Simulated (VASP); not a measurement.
Wanted: the native input for a VASP 6.6.1 run.

* Task: single point
* Functional: PBEsol
* Potentials or basis: VASP PAW PBE potentials, release 64 (Cu, O)
* Cutoff: 520 eV
* k mesh: 10 × 10 × 5
* Occupations: fermi-dirac, width 0.05 eV
* Spin: no spin polarisation
* Hubbard terms: Cu d U = 5.3 eV
* Dipole correction: no
* Further INCAR settings: ALGO = Normal; EDIFF = 1e-06; NBANDS = 25

The structure of CuO lies in POSCAR:

```
CuO
1.0
    2.3446497600     -1.7133998200      0.0000000000
    2.3446497600      1.7133998200      0.0000000000
   -0.8605499100      0.0000000000      5.0594394800
Cu O
2 2
Direct
    0.0032000000      0.4968000000      0.0000000000
    0.4968000000      0.0032000000      0.5000000000
    0.5714000000      0.4056000000      0.2537000000
    0.4056000000      0.5714000000      0.7537000000
```

The input as run:

INCAR

```
ALGO = Normal
EDIFF = 1E-6
ENCUT = 520
GGA = PS
ISIF = 2
ISMEAR = -1
LASPH = True
LCHARG = True
LDAU = True
LDAUJ = 0 0
LDAUL = 2 -1
LDAUPRINT = 1
LDAUTYPE = 2
LDAUU = 5.3 0
LELF = True
LMAXMIX = 4
LREAL = False
LVHAR = True
LWAVE = False
NBANDS = 25
NELM = 150
PREC = Accurate
SIGMA = 0.05
```

KPOINTS

```
k-points
0
Gamma
  10 10 5
```

Potentials or basis: VASP PAW PBE potentials, release 64 (Cu, O).

The run is started by

```bash
$ cat potpaw_PBE.64/Cu/POTCAR potpaw_PBE.64/O/POTCAR > POTCAR
$ mpirun -np 1 vasp_std > vasp.out
```

Results of the run:

* Pressure: -6.2 GPa
* Largest force: 0.673 eV/Å
* Band gap on the k mesh: zero (bands 17 and 18 overlap by 0.66 eV)

Caveat: the cell stands under tension; the PAW data sets were made with another functional, which shifts forces and pressure a little; U without spin polarisation on a metal has little footing.

It took 2.9 min on 1 thread of Intel Xeon 8259CL, with other jobs on the host, peak memory 0.25 GiB.
